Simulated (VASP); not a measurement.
Runs of VASP 6.6.1 on I. The structure is that of space group P6_3/mmc (No. 194), or close to it. The cells are those of the table. 

```csv
cell,gap on the mesh (eV),pressure (GPa)
"a = 3.087, b = 3.087, c = 6.260 Å, angles 90.0, 90.0, 120.0°, 2 atoms",none,19.9
"a = 3.178, b = 3.178, c = 6.695 Å, angles 90.0, 90.0, 120.0°, 2 atoms",none,(a)
"a = 3.246, b = 3.246, c = 7.114 Å, angles 90.0, 90.0, 120.0°, 2 atoms",none,5.0
"a = 3.358, b = 3.358, c = 9.529 Å, angles 90.0, 90.0, 120.0°, 2 atoms",none,0.0
```

Alike in all rows: task single point; level PBE; potentials or basis VASP PAW PBE potentials, release 64 (I); no spin polarisation; k mesh 8 × 8 × 4; cutoff (eV) 520; smearing fermi-dirac 0.02 eV.

Question: Estimate the missing entries.

Answer: (a) 9.9.

Caveats: spin-orbit coupling is left out, which moves the levels of the heavy elements; this functional lacks dispersion, which binds layers or chains, so the pressure and a relaxed spacing across them are unreliable; the cell stands under pressure (at least some runs).

A k mesh can miss the band edges, and the runs leave out spin-orbit coupling on I.

A gap of «none» marks levels without a gap at the run's occupations.
